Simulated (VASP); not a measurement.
# GaP (sol) (F-43m) in VASP: further runs

Runs on GaP (sol). Level: PBEsol. Tasks: single point.

Everything below comes from runs of VASP 6.6.1. Logs are shortened: lines on timing, memory, paths and dates and some standing lists are left out, and cuts for length are marked.

## Step 1: The cell of the first run

The structure is cubic, space group F-43m (No. 216). Conventional cell: a = 5.438 Å, b = 5.438 Å, c = 5.438 Å, α = 90.00°, β = 90.00°, γ = 90.00°. Within 3.1 Å of Ga (site symmetry -43m) lie 4 P at 2.35 Å. P (site symmetry -43m) has 4 Ga at 2.35 Å within 3.1 Å.

## Step 2: Single point, PBEsol

Input file INCAR:

```
SYSTEM = GaP
PREC = Accurate
ENCUT = 500
EDIFF = 1E-6
ISMEAR = 0
SIGMA = 0.01
LREAL = .False.
LASPH = .True.
NELM = 120
ALGO = Normal
ISIF = 2
LWAVE = .False.
LCHARG = .False.
GGA = PS
NBANDS = 16
GGA_COMPAT = .False.
```

Input file KPOINTS:

```
regular mesh
0
Gamma
  8 8 8
  0 0 0
```

Input file POSCAR:

```
GaP
1.0
    0.0000000000      2.7192248534      2.7192248534
    2.7192248534      0.0000000000      2.7192248534
    2.7192248534      2.7192248534      0.0000000000
Ga P
1 1
Direct
    0.0000000000      0.0000000000      0.0000000000
    0.2500000000      0.2500000000      0.2500000000
```

Potentials or basis: VASP PAW PBE potentials, release 64 (Ga_d, P).

The run is started by

```console
cat potpaw_PBE.64/Ga_d/POTCAR potpaw_PBE.64/P/POTCAR > POTCAR
mpirun -np 1 vasp_std > vasp.out
```

OUTCAR:

```text
SYSTEM = GaP
   PREC = Accurate
   ENCUT = 500
   EDIFF = 1E-6
   ISMEAR = 0
   LREAL = .False.
   LASPH = .True.
   NELM = 120
   ISIF = 2
   GGA = PS

 ion  position               nearest neighbor table
   1  0.000  0.000  0.000-   2 2.35   2 2.35   2 2.35   2 2.35
   2  0.250  0.250  0.250-   1 2.35   1 2.35   1 2.35   1 2.35

  LATTYP: Found a face centered cubic cell.
 ALAT       =     5.4384497068

  Lattice vectors:

 A1 = (   0.0000000000,   2.7192248534,   2.7192248534)
 A2 = (   2.7192248534,   0.0000000000,   2.7192248534)
 A3 = (   2.7192248534,   2.7192248534,   0.0000000000)

Analysis of symmetry for initial positions (statically):
=====================================================================
 Subroutine PRICEL returns:
 Original cell was already a primitive cell.

 Routine SETGRP: Setting up the symmetry group for a
 face centered cubic supercell.

 Subroutine GETGRP returns: Found 24 space group operations
 (whereof 24 operations were pure point group operations)
 out of a pool of 48 trial point group operations.

The static configuration has the point symmetry T_d .

Analysis of symmetry for dynamics (positions and initial velocities):
=====================================================================
 Subroutine PRICEL returns:
 Original cell was already a primitive cell.

 Routine SETGRP: Setting up the symmetry group for a
 face centered cubic supercell.

 Subroutine GETGRP returns: Found 24 space group operations
 (whereof 24 operations were pure point group operations)
 out of a pool of 48 trial point group operations.

The dynamic configuration has the point symmetry T_d .

 Subroutine INISYM returns: Found 24 space group operations
 (whereof 24 operations are pure point group operations),
 and found     1 'primitive' translations

----------------------------------------------------------------------------------------

                                     Primitive cell

  volume of cell :      40.2129

  direct lattice vectors                    reciprocal lattice vectors
     0.000000000  2.719224853  2.719224853    -0.183875930  0.183875930  0.183875930
     2.719224853  0.000000000  2.719224853     0.183875930 -0.183875930  0.183875930
     2.719224853  2.719224853  0.000000000     0.183875930  0.183875930 -0.183875930

  length of vectors
     3.845564667  3.845564667  3.845564667     0.318482454  0.318482454  0.318482454

  position of ions in fractional coordinates (direct lattice)
     0.000000000  0.000000000  0.000000000
     0.250000000  0.250000000  0.250000000

  ion indices of the primitive-cell ions
   primitive index   ion index
                 1           1
                 2           2

----------------------------------------------------------------------------------------

 KPOINTS: regular mesh

Automatic generation of k-mesh.
 Grid dimensions read from file:
 generate k-points for:    8    8    8

 Generating k-lattice:

  Cartesian coordinates                     Fractional coordinates (reciprocal lattice)
    -0.022984491  0.022984491  0.022984491     0.125000000  0.000000000  0.000000000
     0.022984491 -0.022984491  0.022984491     0.000000000  0.125000000  0.000000000
     0.022984491  0.022984491 -0.022984491     0.000000000  0.000000000  0.125000000

  Length of vectors
     0.039810307  0.039810307  0.039810307

  Shift w.r.t. Gamma in fractional coordinates (k-lattice)
     0.000000000  0.000000000  0.000000000

 Subroutine IBZKPT returns following result:
 ===========================================

 Found     29 irreducible k-points:

 Following reciprocal coordinates:
            Coordinates               Weight
  0.000000  0.000000  0.000000      1.000000
  0.125000  0.000000  0.000000      8.000000
  0.250000  0.000000  0.000000      8.000000
  0.375000  0.000000  0.000000      8.000000
  0.500000  0.000000  0.000000      4.000000
  0.125000  0.125000  0.000000      6.000000
[... 16 lines left out ...]
  0.500000  0.250000  0.125000     48.000000
 -0.375000  0.250000  0.125000     24.000000
 [... further k-points ...]
   k-points           NKPTS =     29   k-points in BZ     NKDIM =     29   number of bands    NBANDS=     16
   number of dos      NEDOS =    301   number of ions     NIONS =      2
   total plane-waves  NPLWV =  21952
   dimension x,y,z NGX =    28 NGY =   28 NGZ =   28
   dimension x,y,z NGXF=    56 NGYF=   56 NGZF=   56
   ions per type =               1   1
   NGX,Y,Z   is equivalent  to a cutoff of  12.10, 12.10, 12.10 a.u.
   NGXF,Y,Z  is equivalent  to a cutoff of  24.21, 24.21, 24.21 a.u.
 SYSTEM =  GaP
   PREC   = accura    normal or accurate (medium, high low for compatibility)
   ISTART =      0    job   : 0-new  1-cont  2-samecut
   ICHARG =      2    charge: 1-file 2-atom 10-const
   ISPIN  =      1    spin polarized calculation?
   LNONCOLLINEAR =      F non collinear calculations
   LSORBIT =      F    spin-orbit coupling
   LASPH  =      T    aspherical Exc in radial PAW
   ENCUT  =  500.0 eV  36.75 Ry    6.06 a.u.   7.01  7.01  7.01*2*pi/ulx,y,z
   NELM   =    120;   NELMIN=  2; NELMDL= -5     # of ELM steps
   EDIFF  = 0.1E-05   stopping-criterion for ELM
   LREAL  =      F    real-space projection
   EDIFFG = 0.1E-04   stopping-criterion for IOM
   NSW    =      0    number of steps for IOM
   IBRION =     -1    ionic relax: 0-MD 1-quasi-New 2-CG
   NFREE  =      0    steps in history (QN), initial steepest desc. (CG)
   ISIF   =      2    stress and relaxation
   ISYM   =      2    0-nonsym 1-usesym 2-fastsym
   POTIM  = 0.5000    time-step for ionic-motion
   TEBEG  =    0.0;   TEEND  =   0.0 temperature during run
   PSTRESS=    0.0 pullay stress
   NELECT =      18.0000    total number of electrons
   NUPDOWN=      -1.0000    fix difference up-down
   EMIN   =  10.00;   EMAX   =-10.00  energy-range for DOS
   EFERMI =   0.00;   METHOD = LEGACY
   ISMEAR =     0;   SIGMA  =   0.01  broadening in eV -4-tet -1-fermi 0-gaus
   EFERMI_NEDOS =   21; number of points for ismear=-14 and -15
   IALGO  =     38    algorithm
   IMIX   =      4    mixing-type and parameters
     AMIX     =   0.40;   BMIX     =  1.00
     AMIX_MAG =   1.60;   BMIX_MAG =  1.00
  volume/ion in A,a.u.               =      20.11       135.69
  Fermi-wavevector in a.u.,A,eV,Ry     =   1.252306  2.366516 21.337621  1.568271
  Thomas-Fermi vector in A             =   2.386213
   LORBIT       =      0    0 simple, 1 ext, 2 COOP (PROOUT), +10 PAW based schemes
   GGA     = PS    functional components
   LHFCALC =     F    Hartree Fock is set to
   AEXX    =    0.0000 exact exchange contribution
   IVDW    =     0    specifies the selected vdW correction
   LEPSILON=     F    determine dielectric tensor
   LRPA    =     F    only Hartree local field effects (RPA)
 non-spin polarized calculation
 Gauss-broadening in eV      SIGMA  =   0.01
  energy-cutoff  :      500.00
  volume of cell :       40.21
 maximum number of plane-waves:      1036
   NGX = 13   NGY = 13   NGZ = 13

 number of electron      18.0000015 magnetization

 Free energy of the ion-electron system (eV)
  ---------------------------------------------------
  ext. energy  EPLUGINS =         0.00000000
  ---------------------------------------------------
  free energy    TOTEN  =        -9.92101806 eV

  energy without entropy =       -9.92101806  energy(sigma->0) =       -9.92101806

 E-fermi :   4.7595     XC(G=0): -10.0514

 val. band max:        4.6366372481   @ k =   0.0000   0.0000   0.0000
 cond. band min:       6.1394685850   @ k =   0.5000   0.5000   0.0000
 fundamental gap:      1.5028313369
 Fermi energy:         4.7594916891

 k-point     1 :       0.0000    0.0000    0.0000
  band No.  band energies     occupation
      1      -9.9159      2.00000
      2      -9.9159      2.00000
      3      -9.9159      2.00000
      4      -9.8132      2.00000
      5      -9.8132      2.00000
      6      -7.9379      2.00000
[... 8 lines left out ...]
     15      14.4178      0.00000
     16      14.4178      0.00000

 k-point     2 :       0.1250    0.0000    0.0000
  band No.  band energies     occupation
      1      -9.9303      2.00000
      2      -9.9111      2.00000
      3      -9.9111      2.00000
      4      -9.8132      2.00000
      5      -9.8132      2.00000
      6      -7.7323      2.00000
[... 8 lines left out ...]
     15      13.7564      0.00000
     16      14.1535      0.00000

 k-point     3 :       0.2500    0.0000    0.0000
  band No.  band energies     occupation
      1      -9.9617      2.00000
      2      -9.9007      2.00000
      3      -9.9007      2.00000
      4      -9.8119      2.00000
      5      -9.8119      2.00000
      6      -7.1492      2.00000
[... 8 lines left out ...]
     15      13.5627      0.00000
     16      14.3677      0.00000

 k-point     4 :       0.3750    0.0000    0.0000
  band No.  band energies     occupation
      1      -9.9898      2.00000
      2      -9.8928      2.00000
      3      -9.8928      2.00000
      4      -9.8081      2.00000
      5      -9.8081      2.00000
      6      -6.3318      2.00000
[... 8 lines left out ...]
     15      14.7807      0.00000
     16      14.7807      0.00000
[... 324 lines left out ...]
 k-point    22 :       0.3750    0.2500    0.1250
  band No.  band energies     occupation
      1      -9.9853      2.00000
      2      -9.8885      2.00000
      3      -9.8843      2.00000
      4      -9.8246      2.00000
      5      -9.8038      2.00000
      6      -6.6532      2.00000
[... 8 lines left out ...]
     15      15.7362      0.00000
     16      16.9453      0.00000

 k-point    23 :       0.5000    0.2500    0.1250
  band No.  band energies     occupation
      1     -10.0011      2.00000
      2      -9.8848      2.00000
      3      -9.8749      2.00000
      4      -9.8224      2.00000
      5      -9.8040      2.00000
      6      -5.8819      2.00000
[... 8 lines left out ...]
     15      16.1150      0.00000
     16      17.4088      0.00000

 k-point    24 :      -0.3750    0.2500    0.1250
  band No.  band energies     occupation
      1     -10.0069      2.00000
      2      -9.8842      2.00000
      3      -9.8716      2.00000
      4      -9.8187      2.00000
      5      -9.8057      2.00000
      6      -5.4111      2.00000
[... 8 lines left out ...]
     15      16.5597      0.00000
     16      17.1136      0.00000

 [... further k-points ...]
[... 5 lines left out ...]
  --------------------------------------------------------------------------------------
  -------------------------------------------------------------------------------------
  Total       -0.0247051     -0.0247051     -0.0247051      0.0000000     -0.0000000     -0.0000000
  in kB       -0.9843080     -0.9843080     -0.9843080      0.0000000     -0.0000000     -0.0000000
  external PRESSURE =      -0.9843080 kB  Pullay stress =       0.0000000 kB

 VOLUME and BASIS-vectors are now :
 -----------------------------------------------------------------------------
  energy-cutoff  :      500.00
  volume of cell :       40.21
      direct lattice vectors                 reciprocal lattice vectors
     0.000000000  2.719224853  2.719224853    -0.183875930  0.183875930  0.183875930
     2.719224853  0.000000000  2.719224853     0.183875930 -0.183875930  0.183875930
     2.719224853  2.719224853  0.000000000     0.183875930  0.183875930 -0.183875930

 POSITION                                       TOTAL-FORCE (eV/Angst)
 -----------------------------------------------------------------------------------
      0.00000      0.00000      0.00000         0.000000     -0.000000      0.000000
      1.35961      1.35961      1.35961        -0.000000      0.000000     -0.000000
 -----------------------------------------------------------------------------------
    total drift:                                0.000001      0.000001      0.000001

  FREE ENERGIE OF THE ION-ELECTRON SYSTEM (eV)
  ---------------------------------------------------
  free  energy   TOTEN  =        -9.9210180605 eV

  energy  without entropy=       -9.9210180605  energy(sigma->0) =       -9.92101806
```

Run time: 15 s. Hardware: 1 thread of Intel Xeon 6975P-C, shared host; peak memory 0.16 GiB.

What came out:

| Item | Value |
| --- | --- |
| Free energy | -9.9210 eV |
| Pressure | -0.1 GPa |
| Band gap on the k mesh | 1.50 eV, indirect (least direct gap 1.80 eV) |

Caveat: the PAW data sets were made with another functional, which shifts forces and pressure a little. PBEsol gaps usually lie below the measured ones, often by a third to a half.

## Step 3: Single point, PBEsol

Input file INCAR:

```
PREC     = Accurate       # precision mode
ENCUT    = 500            # plane-wave cutoff, eV
EDIFF    = 1E-6           # SCF threshold, eV
ISMEAR   = 0              # smearing method
SIGMA    = 0.01           # smearing width, eV
LREAL    = F              # projectors in reciprocal space
LASPH    = T              # aspherical terms in the spheres
NELM     = 120            # most SCF steps
ALGO     = Normal         # electronic algorithm
ISIF     = 2              # what is computed and relaxed
LWAVE    = F              # write WAVECAR
LCHARG   = F              # write CHGCAR
GGA      = PS             # functional
NBANDS   = 16             # bands
GGA_COMPAT= F
```

Input file KPOINTS:

```
regular mesh
0
Gamma
  8 8 8
```

POSCAR is that of step 2.

Potentials or basis: VASP PAW PBE potentials, release 64 (Ga_d, P).

The run is started by

```console
cat potpaw_PBE.64/Ga_d/POTCAR potpaw_PBE.64/P/POTCAR > POTCAR
mpirun -np 1 vasp_std > vasp.out
```

Run time: 15 s. Hardware: 1 thread of Intel Xeon 6975P-C, shared host; peak memory 0.16 GiB.

It converged, with:

```
Free energy            : -9.9210 eV
Pressure               : -0.1 GPa
Band gap on the k mesh : 1.50 eV, indirect (least direct gap 1.80 eV)
```

Levels at points of the mesh, in eV from the valence-band top:
| k point | band 5 | band 6 | band 7 | band 8 | band 9 | band 10 | band 11 | band 12 | band 13 | band 14 |
| --- | --- | --- | --- | --- | --- | --- | --- | --- | --- | --- |
| (0.00, 0.00, 0.00) | -14.45 | -12.57 | 0.00 | 0.00 | 0.00 | 1.80 | 3.83 | 3.83 | 3.83 | 8.59 |
| (0.50, 0.00, 0.00) | -14.44 | -10.46 | -6.73 | -1.14 | -1.14 | 1.61 | 4.65 | 4.65 | 8.10 | 10.79 |
| (0.50, 0.50, 0.00) | -14.43 | -9.54 | -6.84 | -2.74 | -2.74 | 1.50 | 1.71 | 10.60 | 10.60 | 11.14 |

Caveat: the PAW data sets were made with another functional, which shifts forces and pressure a little.
